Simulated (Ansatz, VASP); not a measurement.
# Sn in VASP and in Ansatz

INCAR

```
  PREC = Accurate
  ENCUT = 600
  EDIFF = 1E-7
  ISMEAR = -1
  SIGMA = 0.05
  LREAL = False
  LASPH = True
  NELM = 100
  ALGO = Normal
  ISIF = 3
  LWAVE = False
  LCHARG = False
  IBRION = 2
  NSW = 80
  EDIFFG = -0.01
```

KPOINTS

```
regular mesh
0
Gamma
  11 11 11
```

File POSCAR:

```
Sn
1.0
   -1.7265390000      1.7755470000      2.3383420000
    1.7265390000     -1.7755470000      2.3383420000
    1.7265390000      1.7755470000     -2.3383420000
Sn
1
Direct
    0.0000000000      0.0000000000      0.0000000000
```

input.yaml

```yaml
crystal:
  lattice:
    - [-1.726539, 1.775547, 2.338342]
    - [1.726539, -1.775547, 2.338342]
    - [1.726539, 1.775547, -2.338342]
  atoms:
    - { symbol: Sn, position: [0.0, 0.0, 0.0] }
kpoints:
  mp_grid: { grid: [11, 11, 11] }
scf:
  occupations: { method: fermi_dirac, width: 0.05 }
hamiltonian:
  xc: lda
  pseudopotentials: { kind: all_electron, lapw: { basis_error: 0.001 } }
output:
  forces: true
  stress: true
relax:
  f_tol: 0.01
  max_steps: 60
  cell: {}
```

Alike in both runs: task relaxation of cell and atoms; functional LDA; k mesh 11 × 11 × 11; occupations fermi-dirac, width 0.05 eV; no spin polarisation.

|  | VASP | Ansatz |
| --- | --- | --- |
| version | VASP 6.6.1 | Ansatz 0.2.0 |
| potentials or method | VASP PAW LDA potentials, release 64 (Sn_d), cutoff 600 eV | all-electron LAPW, scalar-relativistic |

Ansatz gave:

- relaxed volume (Å³/atom): 25.91
- relaxed cell length with the largest relative difference (Å): 3.300

Q: What did VASP give for the same quantities?

A: Relaxed volume (Å³/atom): 25.93; relaxed cell length with the largest relative difference (Å): 3.301.

LDA's correlation is that of Perdew and Zunger in VASP and of Perdew and Wang (1992) in Ansatz. Ansatz ran all-electron here, and VASP with PAW potentials.
